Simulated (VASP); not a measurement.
A run of VASP 6.6.1 is set up as follows.

Contents of INCAR:

```
SYSTEM = HfO2
ALGO = Normal
EDIFF = 1E-6
EDIFFG = -0.001
ENCUT = 600
GGA = PE
IBRION = 2
ISIF = 3
ISMEAR = 0
LASPH = .TRUE.
LCHARG = .FALSE.
LREAL = .FALSE.
LWAVE = .FALSE.
NELM = 80
NSW = 80
PREC = Accurate
PSTRESS = 500.0
SIGMA = 0.01
```

KPOINTS

```
k-points
0
G
  8 8 8
  0 0 0
```

POSCAR

```
HfO2
1.0
    0.0000000000      2.5488057610      2.5488057610
    2.5488057610      0.0000000000      2.5488057610
    2.5488057610      2.5488057610      0.0000000000
Hf O
1 2
Direct
    0.0000000000      0.0000000000      0.0000000000
    0.2500000000      0.2500000000      0.2500000000
    0.7500000000      0.7500000000      0.7500000000
```

Potentials or basis: VASP PAW PBE potentials, release 64 (Hf_pv, O).

Run with:

```sh
$ cat potpaw_PBE.64/Hf_pv/POTCAR potpaw_PBE.64/O/POTCAR > POTCAR
$ mpirun -np 1 vasp_std > vasp.out
```

Task: Estimate the relaxed cell.

Result: a = 3.416 Å, b = 3.416 Å, c = 3.416 Å, α = 60.00°, β = 60.00°, γ = 60.00°.

Task: What does it give for the band gap on the k mesh?

Result: 4.19 eV, direct.

Task: Predict the space group after relaxing (to 0.05 Å).

Result: Fm-3m (No. 225).

Task: Predict the relaxed volume.

Result: 9.40 Å³/atom.

The path:
| step | energy change (eV) | largest force (eV/Å) | pressure (GPa) | volume (Å³) |
| --- | --- | --- | --- | --- |
| 1 | 0.0000 | 0.0000 | -3.87 | 33.12 |
| 2 | 13.2255 | 0.0000 | 489.40 | 18.32 |
| 3 | 0.3900 | 0.0000 | 38.63 | 28.94 |
| 4 | 0.5160 | 0.0000 | 45.71 | 28.46 |
| 5 | 0.5984 | 0.0000 | 50.02 | 28.19 |
| 6 | 0.5697 | 0.0000 | 48.54 | 28.28 |
| 7 | 0.5718 | 0.0000 | 48.60 | 28.27 |
| 8 | 0.5782 | 0.0000 | 48.98 | 28.25 |
| 9 | 0.5784 | 0.0000 | 48.97 | 28.25 |
| 10 | 0.5787 | 0.0000 | 48.98 | 28.25 |
| 11 | 0.5794 | 0.0000 | 49.00 | 28.25 |
| 12 | 0.5808 | 0.0000 | 49.07 | 28.24 |
| 13 | 0.5835 | 0.0000 | 49.25 | 28.23 |
| 14 | 0.5890 | 0.0000 | 49.53 | 28.22 |
| 15 | 0.6002 | 0.0000 | 50.10 | 28.18 |
| 16 | 0.5982 | 0.0000 | 50.03 | 28.19 |
| 17 | 0.5972 | 0.0000 | 49.97 | 28.19 |
| 18 | 0.5977 | 0.0000 | 49.95 | 28.19 |
| 19 | 0.5977 | 0.0000 | 49.97 | 28.19 |
| 20 | 0.5977 | 0.0000 | 49.97 | 28.19 |
| 21 | 0.5977 | 0.0000 | 49.97 | 28.19 |
| 22 | 0.5977 | 0.0000 | 49.97 | 28.19 |
| 23 | 0.5977 | 0.0000 | 49.98 | 28.19 |
| 24 | 0.5978 | 0.0000 | 49.98 | 28.19 |
| 25 | 0.5978 | 0.0000 | 49.98 | 28.19 |
| 26 | 0.5979 | 0.0000 | 49.98 | 28.19 |
| 27 | 0.5980 | 0.0000 | 49.98 | 28.19 |
| 28 | 0.5983 | 0.0000 | 49.99 | 28.19 |

Caveat: the cell is relaxed towards a set pressure, so the enthalpy falls and the energy may rise; spin-orbit coupling is left out, which moves the levels of the heavy elements. As with any semilocal functional, this PBE gap is likely too small.
